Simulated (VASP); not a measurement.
# MgS (Fm-3m) in VASP: notebook

Aim: see how the results for MgS move with the level of theory and the settings. Levels: PBE, r2SCAN. Tasks: single point.

All numbers are computed with VASP 6.6.1; they aren't measurements. Logs are shortened: lines on timing, memory, paths and dates and some standing lists are left out, and cuts for length are marked.

**1. The cell of the first run**

Symmetry: Fm-3m, No. 225, cubic system. Conventional cell: a = 5.203 Å, b = 5.203 Å, c = 5.203 Å, α = 90.00°, β = 90.00°, γ = 90.00°. Within 3.4 Å of Mg (site symmetry m-3m) lie 6 S at 2.60 Å. S (site symmetry m-3m) has 6 Mg at 2.60 Å within 3.4 Å.

**2. Single point, PBE**

Contents of INCAR:

```
ALGO = Normal
EDIFF = 1E-6
ENCUT = 520
GGA = PE
ISIF = 2
ISMEAR = 0
LASPH = True
LCHARG = False
LREAL = False
LWAVE = False
NBANDS = 11
NELM = 80
PREC = Accurate
SIGMA = 0.01
```

Contents of KPOINTS:

```
k-points
0
Gamma
  6 6 6
```

Contents of POSCAR:

```
MgS
1.0
    0.0000000000      2.6015179362      2.6015179362
    2.6015179362      0.0000000000      2.6015179362
    2.6015179362      2.6015179362      0.0000000000
Mg S
1 1
Direct
    0.0000000000      0.0000000000      0.0000000000
    0.5000000000      0.5000000000      0.5000000000
```

Potentials or basis: VASP PAW PBE potentials, release 64 (Mg, S).

Launch:

```console
cat potpaw_PBE.64/Mg/POTCAR potpaw_PBE.64/S/POTCAR > POTCAR
mpirun -np 1 vasp_std > vasp.out
```

OUTCAR:

```text
EDIFF = 1E-6
   ENCUT = 520
   GGA = PE
   ISIF = 2
   ISMEAR = 0
   LASPH = True
   LREAL = False
   NELM = 80
   PREC = Accurate

 ion  position               nearest neighbor table
   1  0.000  0.000  0.000-   2 2.60   2 2.60   2 2.60   2 2.60   2 2.60   2 2.60
   2  0.500  0.500  0.500-   1 2.60   1 2.60   1 2.60   1 2.60   1 2.60   1 2.60

  LATTYP: Found a face centered cubic cell.
 ALAT       =     5.2030358724

  Lattice vectors:

 A1 = (   0.0000000000,   2.6015179362,   2.6015179362)
 A2 = (   2.6015179362,   0.0000000000,   2.6015179362)
 A3 = (   2.6015179362,   2.6015179362,   0.0000000000)

Analysis of symmetry for initial positions (statically):
=====================================================================
 Subroutine PRICEL returns:
 Original cell was already a primitive cell.

 Routine SETGRP: Setting up the symmetry group for a
 face centered cubic supercell.

 Subroutine GETGRP returns: Found 48 space group operations
 (whereof 48 operations were pure point group operations)
 out of a pool of 48 trial point group operations.

The static configuration has the point symmetry O_h .

Analysis of symmetry for dynamics (positions and initial velocities):
=====================================================================
 Subroutine PRICEL returns:
 Original cell was already a primitive cell.

 Routine SETGRP: Setting up the symmetry group for a
 face centered cubic supercell.

 Subroutine GETGRP returns: Found 48 space group operations
 (whereof 48 operations were pure point group operations)
 out of a pool of 48 trial point group operations.

The dynamic configuration has the point symmetry O_h .

 Subroutine INISYM returns: Found 48 space group operations
 (whereof 48 operations are pure point group operations),
 and found     1 'primitive' translations

----------------------------------------------------------------------------------------

                                     Primitive cell

  volume of cell :      35.2136

  direct lattice vectors                    reciprocal lattice vectors
     0.000000000  2.601517936  2.601517936    -0.192195484  0.192195484  0.192195484
     2.601517936  0.000000000  2.601517936     0.192195484 -0.192195484  0.192195484
     2.601517936  2.601517936  0.000000000     0.192195484  0.192195484 -0.192195484

  length of vectors
     3.679101948  3.679101948  3.679101948     0.332892344  0.332892344  0.332892344

  position of ions in fractional coordinates (direct lattice)
     0.000000000  0.000000000  0.000000000
     0.500000000  0.500000000  0.500000000

  ion indices of the primitive-cell ions
   primitive index   ion index
                 1           1
                 2           2

----------------------------------------------------------------------------------------

 KPOINTS: k-points

Automatic generation of k-mesh.
 Grid dimensions read from file:
 generate k-points for:    6    6    6

 Generating k-lattice:

  Cartesian coordinates                     Fractional coordinates (reciprocal lattice)
    -0.032032581  0.032032581  0.032032581     0.166666667  0.000000000  0.000000000
     0.032032581 -0.032032581  0.032032581     0.000000000  0.166666667  0.000000000
     0.032032581  0.032032581 -0.032032581     0.000000000  0.000000000  0.166666667

  Length of vectors
     0.055482057  0.055482057  0.055482057

  Shift w.r.t. Gamma in fractional coordinates (k-lattice)
     0.000000000  0.000000000  0.000000000

 Subroutine IBZKPT returns following result:
 ===========================================

 Found     16 irreducible k-points:

 Following reciprocal coordinates:
            Coordinates               Weight
  0.000000  0.000000  0.000000      1.000000
  0.166667  0.000000  0.000000      8.000000
  0.333333  0.000000  0.000000      8.000000
  0.500000  0.000000  0.000000      4.000000
  0.166667  0.166667  0.000000      6.000000
  0.333333  0.166667  0.000000     24.000000
[... 8 lines left out ...]
 -0.333333  0.333333  0.166667     24.000000
 -0.333333  0.500000  0.166667     12.000000
   k-points           NKPTS =     16   k-points in BZ     NKDIM =     16   number of bands    NBANDS=     11
   number of dos      NEDOS =    301   number of ions     NIONS =      2
   total plane-waves  NPLWV =  21952
   dimension x,y,z NGX =    28 NGY =   28 NGZ =   28
   dimension x,y,z NGXF=    56 NGYF=   56 NGZF=   56
   ions per type =               1   1
   NGX,Y,Z   is equivalent  to a cutoff of  12.65, 12.65, 12.65 a.u.
   NGXF,Y,Z  is equivalent  to a cutoff of  25.30, 25.30, 25.30 a.u.
 SYSTEM =  unknown system
   PREC   = accura    normal or accurate (medium, high low for compatibility)
   ISTART =      0    job   : 0-new  1-cont  2-samecut
   ICHARG =      2    charge: 1-file 2-atom 10-const
   ISPIN  =      1    spin polarized calculation?
   LNONCOLLINEAR =      F non collinear calculations
   LSORBIT =      F    spin-orbit coupling
   LASPH  =      T    aspherical Exc in radial PAW
   ENCUT  =  520.0 eV  38.22 Ry    6.18 a.u.   6.84  6.84  6.84*2*pi/ulx,y,z
   NELM   =     80;   NELMIN=  2; NELMDL= -5     # of ELM steps
   EDIFF  = 0.1E-05   stopping-criterion for ELM
   LREAL  =      F    real-space projection
   EDIFFG = 0.1E-04   stopping-criterion for IOM
   NSW    =      0    number of steps for IOM
   IBRION =     -1    ionic relax: 0-MD 1-quasi-New 2-CG
   NFREE  =      0    steps in history (QN), initial steepest desc. (CG)
   ISIF   =      2    stress and relaxation
   ISYM   =      2    0-nonsym 1-usesym 2-fastsym
   POTIM  = 0.5000    time-step for ionic-motion
   TEBEG  =    0.0;   TEEND  =   0.0 temperature during run
   PSTRESS=    0.0 pullay stress
   NELECT =       8.0000    total number of electrons
   NUPDOWN=      -1.0000    fix difference up-down
   EMIN   =  10.00;   EMAX   =-10.00  energy-range for DOS
   EFERMI =   0.00;   METHOD = LEGACY
   ISMEAR =     0;   SIGMA  =   0.01  broadening in eV -4-tet -1-fermi 0-gaus
   EFERMI_NEDOS =   21; number of points for ismear=-14 and -15
   IALGO  =     38    algorithm
   IMIX   =      4    mixing-type and parameters
     AMIX     =   0.40;   BMIX     =  1.00
     AMIX_MAG =   1.60;   BMIX_MAG =  1.00
  volume/ion in A,a.u.               =      17.61       118.82
  Fermi-wavevector in a.u.,A,eV,Ry     =   0.998929  1.887702 13.576701  0.997859
  Thomas-Fermi vector in A             =   2.131185
   LORBIT       =      0    0 simple, 1 ext, 2 COOP (PROOUT), +10 PAW based schemes
   GGA     = PE    functional components
   LHFCALC =     F    Hartree Fock is set to
   AEXX    =    0.0000 exact exchange contribution
   IVDW    =     0    specifies the selected vdW correction
   LEPSILON=     F    determine dielectric tensor
   LRPA    =     F    only Hartree local field effects (RPA)
 non-spin polarized calculation
 Gauss-broadening in eV      SIGMA  =   0.01
  energy-cutoff  :      520.00
  volume of cell :       35.21
 maximum number of plane-waves:       960
   NGX = 13   NGY = 13   NGZ = 13

 number of electron       8.0000000 magnetization

 Free energy of the ion-electron system (eV)
  ---------------------------------------------------
  ext. energy  EPLUGINS =         0.00000000
  ---------------------------------------------------
  free energy    TOTEN  =        -8.49917640 eV

  energy without entropy =       -8.49917640  energy(sigma->0) =       -8.49917640

 E-fermi :   3.8029     XC(G=0):  -9.6882

 val. band max:        3.7288986113   @ k =   0.0000   0.0000   0.0000
 cond. band min:       6.5026167326   @ k =   0.5000   0.5000   0.0000
 fundamental gap:      2.7737181212
 Fermi energy:         3.8029065247

 k-point     1 :       0.0000    0.0000    0.0000
  band No.  band energies     occupation
      1      -8.9389      2.00000
      2       3.7289      2.00000
      3       3.7289      2.00000
      4       3.7289      2.00000
      5       7.4393      0.00000
      6      11.6819      0.00000
      7      11.6819      0.00000
      8      11.6819      0.00000
      9      14.0774      0.00000
     10      14.0774      0.00000
     11      16.2659      0.00000

 k-point     2 :       0.1667    0.0000    0.0000
  band No.  band energies     occupation
      1      -8.6752      2.00000
      2       2.1004      2.00000
      3       3.5602      2.00000
      4       3.5602      2.00000
      5       8.5376      0.00000
      6      11.3857      0.00000
      7      11.9430      0.00000
      8      11.9430      0.00000
      9      13.3769      0.00000
     10      13.3769      0.00000
     11      16.1620      0.00000

 k-point     3 :       0.3333    0.0000    0.0000
  band No.  band energies     occupation
      1      -8.0389      2.00000
      2      -0.1116      2.00000
      3       3.2682      2.00000
      4       3.2682      2.00000
      5       8.5116      0.00000
      6      11.0670      0.00000
      7      11.0670      0.00000
      8      13.0747      0.00000
      9      15.2422      0.00000
     10      15.2422      0.00000
     11      15.2864      0.00000

 k-point     4 :       0.5000    0.0000    0.0000
  band No.  band energies     occupation
      1      -7.6329      2.00000
      2      -1.1015      2.00000
      3       3.1395      2.00000
      4       3.1395      2.00000
      5       8.2762      0.00000
      6      10.6349      0.00000
      7      10.6349      0.00000
      8      13.8431      0.00000
      9      15.8831      0.00000
     10      18.1156      0.00000
     11      18.1156      0.00000
[... 127 lines left out ...]
 k-point    14 :       0.5000    0.3333    0.1667
  band No.  band energies     occupation
      1      -7.6057      2.00000
      2       0.0430      2.00000
      3       1.5379      2.00000
      4       2.4967      2.00000
      5       9.0139      0.00000
      6      10.3510      0.00000
      7      11.0458      0.00000
      8      13.5656      0.00000
      9      15.2803      0.00000
     10      18.5648      0.00000
     11      19.0454      0.00000

 k-point    15 :      -0.3333    0.3333    0.1667
  band No.  band energies     occupation
      1      -7.3303      2.00000
      2      -0.1945      2.00000
      3       1.0168      2.00000
      4       2.1438      2.00000
      5       9.0527      0.00000
      6      10.4478      0.00000
      7      12.4162      0.00000
      8      12.6534      0.00000
      9      15.9635      0.00000
     10      17.6280      0.00000
     11      19.4374      0.00000

 k-point    16 :      -0.3333    0.5000    0.1667
  band No.  band energies     occupation
      1      -7.2280      2.00000
      2      -0.0221      2.00000
      3       1.1494      2.00000
      4       1.5157      2.00000
      5       8.1366      0.00000
      6       9.9514      0.00000
      7      12.8873      0.00000
      8      13.5306      0.00000
      9      17.5323      0.00000
     10      18.7679      0.00000
     11      19.1957      0.00000

------------------------ aborting loop because EDIFF is reached ----------------------------------------

  FORCE on cell =-STRESS in cart. coord.  units (eV):
  Direction    XX          YY          ZZ          XY          YZ          ZX
  --------------------------------------------------------------------------------------
  -------------------------------------------------------------------------------------
  Total        0.1970669      0.1970669      0.1970669      0.0000000      0.0000000     -0.0000000
  in kB        8.9663123      8.9663123      8.9663123      0.0000000      0.0000000     -0.0000000
  external PRESSURE =       8.9663123 kB  Pullay stress =       0.0000000 kB

 VOLUME and BASIS-vectors are now :
 -----------------------------------------------------------------------------
  energy-cutoff  :      520.00
  volume of cell :       35.21
      direct lattice vectors                 reciprocal lattice vectors
     0.000000000  2.601517936  2.601517936    -0.192195484  0.192195484  0.192195484
     2.601517936  0.000000000  2.601517936     0.192195484 -0.192195484  0.192195484
     2.601517936  2.601517936  0.000000000     0.192195484  0.192195484 -0.192195484

 POSITION                                       TOTAL-FORCE (eV/Angst)
 -----------------------------------------------------------------------------------
      0.00000      0.00000      0.00000         0.000000     -0.000000      0.000000
      2.60152      2.60152      2.60152        -0.000000      0.000000     -0.000000
 -----------------------------------------------------------------------------------
    total drift:                                0.000000      0.000000      0.000000

  FREE ENERGIE OF THE ION-ELECTRON SYSTEM (eV)
  ---------------------------------------------------
  free  energy   TOTEN  =        -8.4991764001 eV

  energy  without entropy=       -8.4991764001  energy(sigma->0) =       -8.49917640
```

Wall time 4.7 s (1 thread of Intel Xeon 6975P-C (Granite Rapids), shared host); peak memory 0.15 GiB.

Results:

| Quantity | Value |
| --- | --- |
| Free energy | -8.4992 eV |
| Pressure | 0.9 GPa |
| Band gap on the k mesh | 2.77 eV (least direct gap 3.71 eV) |

Levels at points of the mesh, in eV from the valence-band top:
```csv
k point,band 1,band 2,band 3,band 4,band 5,band 6,band 7,band 8
"(0.00, 0.00, 0.00)",-12.67,0.00,0.00,0.00,3.71,7.95,7.95,7.95
"(0.50, 0.00, 0.00)",-11.36,-4.83,-0.59,-0.59,4.55,6.91,6.91,10.11
"(0.50, 0.50, 0.00)",-10.99,-4.19,-1.68,-1.68,2.77,4.39,12.01,12.82
```

(Part 1 of 3 ends here.)
